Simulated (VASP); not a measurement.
K, 1 atom in the cell. It takes space group R-3m (No. 166, trigonal). The conventional cell has a = 3.347 Å, b = 3.347 Å, c = 18.483 Å, α = 90.00°, β = 90.00°, γ = 120.00°. Within 4.4 Å of K (site symmetry -3m) lie 6 K at 3.35 Å. 

```yaml
Program: VASP 6.6.1
Task: single point
Functional: PBEsol
Potentials_or_basis: VASP PAW PBE potentials, release 64 (K_sv)
Cutoff: 520 eV
k_mesh: 6 × 6 × 6
Occupations: fermi-dirac, width 0.3 eV
Spin: no spin polarisation
Dipole_correction: no
Further_INCAR_settings: ALGO = Normal; EDIFF = 1e-07; NBANDS = 10
```

Potentials or basis: VASP PAW PBE potentials, release 64 (K_sv).

Command:

```bash
$ cat potpaw_PBE.64/K_sv/POTCAR > POTCAR
$ mpirun -np 1 vasp_std > vasp.out
```

Hardware: 1 thread of Intel Xeon 8259CL (shared host).

Estimate the wall time of this run.

It took 69 s on 1 thread of Intel Xeon 8259CL, on a shared host, peak memory 0.3 GiB. Counts: scf iterations 13, k points 32.
